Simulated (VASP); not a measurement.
# La2O3 (P-3m1) in VASP: notebook

La2O3 is run at these levels: PBE; tasks: single point.

Everything below comes from runs of VASP 6.6.1. Logs are shortened: lines on timing, memory, paths and dates and some standing lists are left out, and cuts for length are marked.

**1. The cell of the first run**

It takes space group P-3m1 (No. 164, trigonal). Conventional cell: a = 3.795 Å, b = 3.795 Å, c = 5.901 Å, α = 90.00°, β = 90.00°, γ = 120.00°. Within 3.0 Å of La (site symmetry 3m) lie 7 O at 2.28 to 2.63 Å. Within 3.0 Å of O (site symmetry 3m) lie 4 La at 2.28 to 2.36 Å and 3 O at 2.79 Å. O (site symmetry -3m) has 6 La at 2.63 Å and 6 O at 3.03 Å within 3.5 Å.

**2. Single point, PBE**

File INCAR:

```
PREC = Accurate ; ENCUT = 520
EDIFF = 1E-7 ; ISMEAR = 0
SIGMA = 0.01 ; LREAL = F
LASPH = T ; NELM = 80
ALGO = Normal ; ISIF = 2
LWAVE = F ; LCHARG = T
GGA = PE ; LELF = T
LVHAR = T ; NBANDS = 28
```

File KPOINTS:

```
regular mesh
0
Gamma
  6 6 4
```

File POSCAR:

```
La2O3
1.0
    3.7951244322      0.0000000000      0.0000000000
   -1.8975622161      3.2866735851      0.0000000000
    0.0000000000      0.0000000000      5.9010267062
La O
2 3
Direct
    0.6666666667      0.3333333333      0.7537640000
    0.3333333333      0.6666666667      0.2462360000
    0.6666666667      0.3333333333      0.3541090000
    0.3333333333      0.6666666667      0.6458910000
    0.0000000000      0.0000000000      0.0000000000
```

Potentials or basis: VASP PAW PBE potentials, release 64 (La, O).

On the command line:

```console
$ cat potpaw_PBE.64/La/POTCAR potpaw_PBE.64/O/POTCAR > POTCAR
$ mpirun -np 1 vasp_std > vasp.out
```

OUTCAR:

```text
PREC = Accurate
   ENCUT = 520
   EDIFF = 1E-7
   ISMEAR = 0
   LREAL = F
   LASPH = T
   NELM = 80
   ISIF = 2
   GGA = PE

 ion  position               nearest neighbor table
   1  0.667  0.333  0.754-   4 2.28   4 2.28   4 2.28   3 2.36   5 2.63   5 2.63   5 2.63   2 3.64
                             2 3.64   2 3.64
   2  0.333  0.667  0.246-   3 2.28   3 2.28   3 2.28   4 2.36   5 2.63   5 2.63   5 2.63   1 3.64
                             1 3.64   1 3.64
   3  0.667  0.333  0.354-   2 2.28   2 2.28   2 2.28   1 2.36
   4  0.333  0.667  0.646-   1 2.28   1 2.28   1 2.28   2 2.36
   5  0.000  0.000  0.000-   2 2.63   1 2.63   2 2.63   1 2.63   1 2.63   2 2.63

  LATTYP: Found a hexagonal cell.
 ALAT       =     3.7951244322
 C/A-ratio  =     1.5548967660

  Lattice vectors:

 A1 = (   3.7951244322,   0.0000000000,   0.0000000000)
 A2 = (  -1.8975622161,   3.2866735851,   0.0000000000)
 A3 = (   0.0000000000,   0.0000000000,   5.9010267062)

Analysis of symmetry for initial positions (statically):
=====================================================================
 Subroutine PRICEL returns:
 Original cell was already a primitive cell.

 Routine SETGRP: Setting up the symmetry group for a
 hexagonal supercell.

 Subroutine GETGRP returns: Found 12 space group operations
 (whereof 12 operations were pure point group operations)
 out of a pool of 24 trial point group operations.

The static configuration has the point symmetry D_3d.

Analysis of symmetry for dynamics (positions and initial velocities):
=====================================================================
 Subroutine PRICEL returns:
 Original cell was already a primitive cell.

 Routine SETGRP: Setting up the symmetry group for a
 hexagonal supercell.

 Subroutine GETGRP returns: Found 12 space group operations
 (whereof 12 operations were pure point group operations)
 out of a pool of 24 trial point group operations.

The dynamic configuration has the point symmetry D_3d.

 Subroutine INISYM returns: Found 12 space group operations
 (whereof 12 operations are pure point group operations),
 and found     1 'primitive' translations

----------------------------------------------------------------------------------------

                                     Primitive cell

  volume of cell :      73.6055

  direct lattice vectors                    reciprocal lattice vectors
     3.795124432  0.000000000  0.000000000     0.263495972  0.152129497  0.000000000
    -1.897562216  3.286673585  0.000000000     0.000000000  0.304258994  0.000000000
     0.000000000  0.000000000  5.901026706     0.000000000  0.000000000  0.169462036

  length of vectors
     3.795124432  3.795123927  5.901026706     0.304258954  0.304258994  0.169462036

  position of ions in fractional coordinates (direct lattice)
     0.666666667  0.333333333  0.753764000
     0.333333333  0.666666667  0.246236000
     0.666666667  0.333333333  0.354109000
     0.333333333  0.666666667  0.645891000
     0.000000000  0.000000000  0.000000000

  ion indices of the primitive-cell ions
   primitive index   ion index
                 1           1
                 2           2
                 3           3
                 4           4
                 5           5

----------------------------------------------------------------------------------------

 KPOINTS: regular mesh

Automatic generation of k-mesh.
 Grid dimensions read from file:
 generate k-points for:    6    6    4

 Generating k-lattice:

  Cartesian coordinates                     Fractional coordinates (reciprocal lattice)
     0.043915995  0.025354916  0.000000000     0.166666667  0.000000000  0.000000000
     0.000000000  0.050709832  0.000000000     0.000000000  0.166666667  0.000000000
     0.000000000  0.000000000  0.042365509     0.000000000  0.000000000  0.250000000

  Length of vectors
     0.050709826  0.050709832  0.042365509

  Shift w.r.t. Gamma in fractional coordinates (k-lattice)
     0.000000000  0.000000000  0.000000000

[... 46 lines left out ...]
  free energy    TOTEN  =       -41.30870817 eV

  energy without entropy =      -41.30870817  energy(sigma->0) =      -41.30870817

 E-fermi :   7.1978     XC(G=0): -11.0012

 val. band max:        7.1227233562   @ k =   0.3333   0.1667   0.5000
 cond. band min:      10.9755294326   @ k =   0.3333   0.3333   0.0000
 fundamental gap:      3.8528060764
 Fermi energy:         7.1978086028

 k-point     1 :       0.0000    0.0000    0.0000
  band No.  band energies     occupation
      1     -22.4658      2.00000
      2     -22.0676      2.00000
      3     -10.3522      2.00000
      4      -8.9437      2.00000
      5      -8.3274      2.00000
      6      -5.8773      2.00000
[... 20 lines left out ...]
     27      13.0309      0.00000
     28      13.3526      0.00000

 k-point     2 :       0.1667   -0.0000    0.0000
  band No.  band energies     occupation
      1     -22.3908      2.00000
      2     -22.0363      2.00000
      3     -10.3480      2.00000
      4      -9.4849      2.00000
      5      -8.7245      2.00000
      6      -6.0309      2.00000
[... 20 lines left out ...]
     27      13.1895      0.00000
     28      13.2578      0.00000

 k-point     3 :       0.3333   -0.0000    0.0000
  band No.  band energies     occupation
      1     -22.2210      2.00000
      2     -21.9865      2.00000
      3     -10.5708      2.00000
      4     -10.3480      2.00000
      5      -8.8396      2.00000
      6      -6.2913      2.00000
[... 20 lines left out ...]
     27      13.0985      0.00000
     28      13.1471      0.00000

 k-point     4 :       0.5000   -0.0000    0.0000
  band No.  band energies     occupation
      1     -22.1117      2.00000
      2     -21.9821      2.00000
      3     -10.7525      2.00000
      4     -10.7344      2.00000
      5      -8.6215      2.00000
      6      -6.7255      2.00000
[... 578 lines left out ...]
     27      13.0550      0.00000
     28      13.1718      0.00000

 k-point    23 :       0.3333    0.1667    0.5000
  band No.  band energies     occupation
      1     -22.0593      2.00000
      2     -22.0337      2.00000
      3     -10.8873      2.00000
      4     -10.6845      2.00000
      5      -8.7348      2.00000
      6      -6.4605      2.00000
[... 20 lines left out ...]
     27      13.0555      0.00000
     28      13.0756      0.00000

 k-point    24 :       0.3333    0.3333    0.5000
  band No.  band energies     occupation
      1     -22.0170      2.00000
      2     -22.0170      2.00000
      3     -10.8505      2.00000
      4     -10.8505      2.00000
      5      -9.0346      2.00000
      6      -6.7402      2.00000
[... 20 lines left out ...]
     27      13.0317      0.00000
     28      13.1095      0.00000

------------------------ aborting loop because EDIFF is reached ----------------------------------------

  FORCE on cell =-STRESS in cart. coord.  units (eV):
  Direction    XX          YY          ZZ          XY          YZ          ZX
  --------------------------------------------------------------------------------------
  -------------------------------------------------------------------------------------
  Total        9.6059067      9.6059033      7.8133282      0.0000000      0.0000000      0.0000000
  in kB      209.0926529    209.0925787    170.0734310      0.0000000      0.0000000      0.0000000
  external PRESSURE =     196.0862209 kB  Pullay stress =       0.0000000 kB

 VOLUME and BASIS-vectors are now :
 -----------------------------------------------------------------------------
  energy-cutoff  :      520.00
  volume of cell :       73.61
      direct lattice vectors                 reciprocal lattice vectors
     3.795124432  0.000000000  0.000000000     0.263495972  0.152129497  0.000000000
    -1.897562216  3.286673585  0.000000000     0.000000000  0.304258994  0.000000000
     0.000000000  0.000000000  5.901026706     0.000000000  0.000000000  0.169462036

 POSITION                                       TOTAL-FORCE (eV/Angst)
 -----------------------------------------------------------------------------------
      1.89756      1.09556      4.44798         0.000000     -0.000000      0.911712
     -0.00000      2.19112      1.45305         0.000000      0.000000     -0.911712
      1.89756      1.09556      2.08961        -0.000000      0.000000      0.120295
     -0.00000      2.19112      3.81142        -0.000000     -0.000000     -0.120295
      0.00000      0.00000      0.00000         0.000000     -0.000000      0.000000
 -----------------------------------------------------------------------------------
    total drift:                                0.000000      0.000000     -0.000000

  FREE ENERGIE OF THE ION-ELECTRON SYSTEM (eV)
  ---------------------------------------------------
  free  energy   TOTEN  =       -41.3087081689 eV

  energy  without entropy=      -41.3087081689  energy(sigma->0) =      -41.30870817
```

Wall time 83 s (1 thread of Intel Xeon 6975P-C, shared host); peak memory 0.21 GiB.

Results:

* Free energy: -41.3087 eV
* Pressure: 19.6 GPa
* Largest force: 0.912 eV/Å
* Band gap on the k mesh: 3.85 eV, indirect (least direct gap 3.87 eV)

Forces on the atoms (eV/Å):
```
La   0.000  0.000  0.912
La   0.000  0.000 -0.912
O    0.000  0.000  0.120
O    0.000  0.000 -0.120
O    0.000  0.000  0.000
```

Levels at points of the mesh, in eV from the valence-band top:
```tsv
k point	band 16	band 17	band 18	band 19	band 20	band 21	band 22	band 23	band 24	band 25
(0.00, 0.00, 0.00)	-2.38	-1.95	-0.55	-0.55	-0.30	4.53	4.80	4.80	5.77	5.88
(0.50, 0.00, 0.00)	-0.89	-0.79	-0.77	-0.40	-0.37	3.96	5.00	5.63	5.65	5.77
(0.00, 0.00, 0.50)	-2.31	-1.23	-1.01	-0.39	-0.39	4.98	5.02	5.02	5.34	5.89
(0.50, 0.00, 0.50)	-1.13	-1.01	-0.83	-0.38	0.00	4.65	4.82	5.46	5.67	5.77
```

Caveat: spin-orbit coupling is left out, which moves the levels of the heavy elements. A k mesh can miss the band edges.

**3. Single point, PBE**

This run uses another cell than the first one, of 15.13 Å³/atom, 1.028 times its volume.

File INCAR:

```
SYSTEM = La2O3
PREC = Accurate
ENCUT = 520
EDIFF = 1E-6
ISMEAR = 0
SIGMA = 0.01
LREAL = .False.
LASPH = .True.
NELM = 60
ALGO = Normal
ISIF = 2
LWAVE = .False.
LCHARG = .False.
GGA = PE
NBANDS = 28
```

File KPOINTS:

```
regular mesh
0
Gamma
  6 6 4
  0 0 0
```

POSCAR, as its differences from that of step 2:

```diff
@@ -2,5 +2,5 @@
 1.0
-    3.7951244322      0.0000000000      0.0000000000
-   -1.8975622161      3.2866735851      0.0000000000
-    0.0000000000      0.0000000000      5.9010267062
+    3.8299440326      0.0000000000      0.0000000000
+   -1.9149720163      3.3168282381      0.0000000000
+    0.0000000000      0.0000000000      5.9551675901
 La O
```

Potentials or basis: VASP PAW PBE potentials, release 64 (La, O).

On the command line:

```console
$ cat potpaw_PBE.64/La/POTCAR potpaw_PBE.64/O/POTCAR > POTCAR
$ mpirun -np 1 vasp_std > vasp.out
```

Wall time 70 s (1 thread of Intel Xeon 6975P-C, shared host); peak memory 0.21 GiB.

The run converged. Its results:

```yaml
Free_energy: -41.5256 eV
Pressure: 14.2 GPa
Largest_force: 0.651 eV/Å
Band_gap_on_the_k_mesh: 3.87 eV, indirect (least direct gap 3.91 eV)
```

Forces in eV/Å, atoms in the order of the input:
```
La   0.000  0.000  0.651
La   0.000  0.000 -0.651
O    0.000  0.000  0.083
O    0.000  0.000 -0.083
O    0.000  0.000  0.000
```

Stress tensor (GPa, compression positive):
```
15.04  0.00  0.00
 0.00 15.04  0.00
 0.00  0.00 12.41
```

Levels at points of the mesh, in eV from the valence-band top:
| k point | band 17 | band 18 | band 19 | band 20 | band 21 | band 22 | band 23 | band 24 |
| --- | --- | --- | --- | --- | --- | --- | --- | --- |
| (0.00, 0.00, 0.00) | -1.87 | -0.50 | -0.50 | -0.24 | 4.48 | 4.76 | 4.76 | 5.62 |
| (0.50, 0.00, 0.00) | -0.76 | -0.75 | -0.38 | -0.37 | 3.94 | 4.94 | 5.52 | 5.54 |
| (0.00, 0.00, 0.50) | -1.16 | -0.94 | -0.36 | -0.36 | 4.92 | 4.96 | 4.96 | 5.25 |
| (0.50, 0.00, 0.50) | -1.00 | -0.81 | -0.37 | 0.00 | 4.60 | 4.78 | 5.37 | 5.55 |

Caveat: spin-orbit coupling is left out, which moves the levels of the heavy elements. PBE gaps usually lie below the measured ones, often by a third to a half.

**4. Single point, PBE**

This run uses another cell than the first one, of 15.54 Å³/atom, 1.056 times its volume.

File INCAR:

```
  PREC = Accurate
  ENCUT = 520
  EDIFF = 1E-7
  ISMEAR = 0
  SIGMA = 0.01
  LREAL = False
  LASPH = True
  NELM = 60
  ALGO = Normal
  ISIF = 2
  LWAVE = False
  LCHARG = False
  GGA = PE
  NBANDS = 28
```

File KPOINTS:

```
Automatic mesh
0
Gamma
  6 6 4
```

POSCAR, as its differences from that of step 3:

```diff
@@ -2,5 +2,5 @@
 1.0
-    3.8299440326      0.0000000000      0.0000000000
-   -1.9149720163      3.3168282381      0.0000000000
-    0.0000000000      0.0000000000      5.9551675901
+    3.8641417709      0.0000000000      0.0000000000
+   -1.9320708855      3.3464443430      0.0000000000
+    0.0000000000      0.0000000000      6.0083415429
 La O
```

On the command line:

```console
$ cat potpaw_PBE.64/La/POTCAR potpaw_PBE.64/O/POTCAR > POTCAR
$ mpirun -np 1 vasp_std > vasp.out
```

Wall time 85 s (1 thread of Intel Xeon 6975P-C, shared host); peak memory 0.23 GiB.

The run converged. Its results:

```yaml
Free_energy: -41.6774 eV
Pressure: 9.4 GPa
Largest_force: 0.414 eV/Å
Band_gap_on_the_k_mesh: 3.87 eV, indirect (least direct gap 3.94 eV)
```

Forces in eV/Å, atoms in the order of the input:
```
La   0.000  0.000  0.414
La   0.000  0.000 -0.414
O    0.000  0.000  0.049
O    0.000  0.000 -0.049
O    0.000  0.000  0.000
```

Stress tensor (GPa, compression positive):
```
9.92 0.00 0.00
0.00 9.92 0.00
0.00 0.00 8.41
```

Levels at points of the mesh, in eV from the valence-band top:
```
           k point  band 18  band 19  band 20  band 21  band 22  band 23
(0.00, 0.00, 0.00)    -0.46    -0.46    -0.19     4.43     4.71     4.71
(0.50, 0.00, 0.00)    -0.72    -0.40    -0.35     3.92     4.87     5.40
(0.00, 0.00, 0.50)    -0.88    -0.33    -0.33     4.85     4.88     4.88
(0.50, 0.00, 0.50)    -0.78    -0.37     0.00     4.54     4.74     5.27
```

Caveat: spin-orbit coupling is left out, which moves the levels of the heavy elements. A k mesh can miss the band edges.

**5. Single point, PBE**

This run uses another cell than the first one, of 15.95 Å³/atom, 1.083 times its volume.

File INCAR:

```
SYSTEM = La2O3
PREC = Accurate
ENCUT = 520
EDIFF = 1E-6
ISMEAR = 0
SIGMA = 0.01
LREAL = .FALSE.
LASPH = .TRUE.
NELM = 60
ALGO = Normal
ISIF = 2
LWAVE = .FALSE.
LCHARG = .FALSE.
GGA = PE
NBANDS = 28
```

File KPOINTS:

```
Automatic mesh
0
G
  6 6 4
  0 0 0
```

POSCAR, as its differences from that of step 4:

```diff
@@ -2,5 +2,5 @@
 1.0
-    3.8641417709      0.0000000000      0.0000000000
-   -1.9320708855      3.3464443430      0.0000000000
-    0.0000000000      0.0000000000      6.0083415429
+    3.8977446903      0.0000000000      0.0000000000
+   -1.9488723452      3.3755453197      0.0000000000
+    0.0000000000      0.0000000000      6.0605906136
 La O
```

On the command line:

```console
$ cat potpaw_PBE.64/La/POTCAR potpaw_PBE.64/O/POTCAR > POTCAR
$ mpirun -np 1 vasp_std > vasp.out
```

It took 91 s on 1 thread of Intel Xeon 6975P-C, shared host; peak memory 0.23 GiB.

It converged, with:

- Free energy: -41.7724 eV
- Pressure: 5.2 GPa
- Largest force: 0.200 eV/Å
- Band gap on the k mesh: 3.87 eV, indirect (least direct gap 3.96 eV)

Forces on the atoms (eV/Å):
```
La   0.000  0.000  0.200
La   0.000  0.000 -0.200
O    0.000  0.000  0.017
O    0.000  0.000 -0.017
O    0.000  0.000  0.000
```

Stress tensor (GPa, compression positive):
```
5.43 0.00 0.00
0.00 5.43 0.00
0.00 0.00 4.90
```

Levels at points of the mesh, in eV from the valence-band top:
```csv
k point,band 18,band 19,band 20,band 21,band 22,band 23
"(0.00, 0.00, 0.00)",-0.42,-0.42,-0.15,4.38,4.66,4.66
"(0.50, 0.00, 0.00)",-0.69,-0.41,-0.32,3.89,4.79,5.28
"(0.00, 0.00, 0.50)",-0.83,-0.31,-0.31,4.77,4.81,4.81
"(0.50, 0.00, 0.50)",-0.75,-0.37,0.00,4.47,4.68,5.16
```

Caveat: spin-orbit coupling is left out, which moves the levels of the heavy elements. A hybrid or GW would open this gap; PBE tends to underestimate it.

**6. Single point, PBE**

This run uses another cell than the first one, of 16.77 Å³/atom, 1.139 times its volume.

File INCAR:

```
PREC = Accurate ; ENCUT = 520
EDIFF = 1E-6 ; ISMEAR = 0
SIGMA = 0.01 ; LREAL = False
LASPH = True ; NELM = 60
ALGO = Normal ; ISIF = 2
LWAVE = False ; LCHARG = False
GGA = PE ; NBANDS = 28
```

File KPOINTS:

```
Automatic mesh
0
Gamma
  6 6 4
```

POSCAR, as its differences from that of step 5:

```diff
@@ -2,5 +2,5 @@
 1.0
-    3.8977446903      0.0000000000      0.0000000000
-   -1.9488723452      3.3755453197      0.0000000000
-    0.0000000000      0.0000000000      6.0605906136
+    3.9632652418      0.0000000000      0.0000000000
+   -1.9816326209      3.4322877717      0.0000000000
+    0.0000000000      0.0000000000      6.1624683073
 La O
```

Potentials or basis: VASP PAW PBE potentials, release 64 (La, O).

On the command line:

```console
$ cat potpaw_PBE.64/La/POTCAR potpaw_PBE.64/O/POTCAR > POTCAR
$ mpirun -np 1 vasp_std > vasp.out
```

Run time: 83 s. Hardware: 1 thread of Intel Xeon 6975P-C, shared host; peak memory 0.23 GiB.

It converged, with:

```
Free energy            : -41.8189 eV
Pressure               : -1.6 GPa
Largest force          : 0.176 eV/Å
Band gap on the k mesh : 3.82 eV, indirect (least direct gap 3.98 eV)
```

Forces in eV/Å, atoms in the order of the input:
```
La   0.000  0.000 -0.176
La   0.000  0.000  0.176
O    0.000  0.000 -0.038
O    0.000  0.000  0.038
O    0.000  0.000  0.000
```

Stress tensor (GPa, compression positive):
```
-1.95  0.00  0.00
 0.00 -1.95  0.00
 0.00  0.00 -0.88
```

Levels at points of the mesh, in eV from the valence-band top:
| k point | band 17 | band 18 | band 19 | band 20 | band 21 | band 22 | band 23 | band 24 |
| --- | --- | --- | --- | --- | --- | --- | --- | --- |
| (0.00, 0.00, 0.00) | -1.59 | -0.35 | -0.35 | -0.08 | 4.25 | 4.53 | 4.53 | 5.02 |
| (0.50, 0.00, 0.00) | -0.70 | -0.63 | -0.42 | -0.27 | 3.82 | 4.63 | 5.05 | 5.08 |
| (0.00, 0.00, 0.50) | -0.96 | -0.74 | -0.27 | -0.27 | 4.61 | 4.64 | 4.64 | 4.87 |
| (0.50, 0.00, 0.50) | -0.94 | -0.66 | -0.37 | 0.00 | 4.34 | 4.57 | 4.95 | 5.08 |

Caveat: spin-orbit coupling is left out, which moves the levels of the heavy elements.

**7. Overview**

```csv
cell,gap on the mesh (eV),pressure (GPa),largest force (eV/Å)
"a = 3.795, b = 3.795, c = 5.901 Å, angles 90.0, 90.0, 120.0°, 5 atoms",3.85,19.6,0.91
"a = 3.830, b = 3.830, c = 5.955 Å, angles 90.0, 90.0, 120.0°, 5 atoms",3.87,14.2,0.65
"a = 3.864, b = 3.864, c = 6.008 Å, angles 90.0, 90.0, 120.0°, 5 atoms",3.87,9.4,0.41
"a = 3.898, b = 3.898, c = 6.061 Å, angles 90.0, 90.0, 120.0°, 5 atoms",3.87,5.2,0.20
"a = 3.963, b = 3.963, c = 6.162 Å, angles 90.0, 90.0, 120.0°, 5 atoms",3.82,-1.6,0.18
```

Alike in all rows: task single point; level PBE; potentials or basis VASP PAW PBE potentials, release 64 (La, O); no spin polarisation; k mesh 6 × 6 × 4; cutoff (eV) 520; smearing gaussian 0.01 eV.

Caveats: spin-orbit coupling is left out, which moves the levels of the heavy elements.

Total energies depend on the potentials used, so only differences within one code and one set of settings carry meaning.
